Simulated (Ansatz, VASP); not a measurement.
One calculation of NaCl, two programs

```xyz
2
Lattice="3.4595 0.0000 0.0000 0.0000 3.4595 0.0000 0.0000 0.0000 3.4595" Properties=species:S:1:pos:R:3 pbc="T T T"
Na    0.0000    0.0000    0.0000
Cl    1.7298    1.7298    1.7298
```

Alike in both runs: task single point; functional HSE06; k mesh 4 × 4 × 4; no spin polarisation.

|  | VASP | Ansatz |
| --- | --- | --- |
| version | VASP 6.6.1 | Ansatz 0.2.0 |
| potentials or method | VASP PAW PBE potentials, release 64 (Na_pv, Cl) | plane waves, PAW |
| plane-wave cutoff (eV) | 520 | 420 |
| occupations | gaussian, width 0.01 eV | fixed |
| valence electrons in the cell | 14 | 16 |

```tsv
	VASP	Ansatz	Ansatz less VASP
gap on the k mesh at the Fermi level (eV)	5.42	5.43	+0.008
pressure (GPa)	0.7	0.7	-0.01
```

VASP's potentials hold 14 valence electrons a cell and Ansatz's 16, so a difference there can come from the potentials and not from the codes. Ansatz's warnings: stress exchange threshold loose, stress scf threshold loose.

The k mesh is coarse, so the values compare programs but aren't converged.
